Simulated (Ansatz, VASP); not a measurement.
# Si2W: VASP beside Ansatz

```
CELL_PARAMETERS angstrom
-1.61754 1.61754 3.94088
1.61754 -1.61754 3.94088
1.61754 1.61754 -3.94088
ATOMIC_POSITIONS crystal
W 0.00000 0.00000 0.00000
Si 0.66530 0.66530 0.00000
Si 0.33470 0.33470 0.00000
```

Change from the starting cell: volume scaled by 1.02.

Alike in both runs: task single point; functional LDA; k mesh 12 × 12 × 12; occupations fermi-dirac, width 0.05 eV; no spin polarisation.

```csv
,VASP,Ansatz
version,VASP 6.6.1,Ansatz 0.2.0
potentials or method,"VASP PAW LDA potentials, release 64 (W_sv, Si), cutoff 520 eV","all-electron LAPW, scalar-relativistic"
```

|  | VASP | Ansatz | Ansatz less VASP |
| --- | --- | --- | --- |
| gap on the k mesh at the Fermi level (eV) | none | none | - |
| pressure (GPa) | -9.2 | -9.9 | -0.65 |
| traceless stress, the component that is largest in VASP (GPa) | -0.37 | -0.41 | -0.048 |
| rms of the force components (eV/Å) | 0.042 | 0.049 | +0.0067 |

LDA's correlation is that of Perdew and Zunger in VASP and of Perdew and Wang (1992) in Ansatz. Atom by atom the forces differ by 0.007 eV/Å (rms over components). A gap of «none» marks a metal or a gap that the smearing closes. Ansatz ran all-electron here, and VASP with PAW potentials.

Spin-orbit coupling is off throughout.
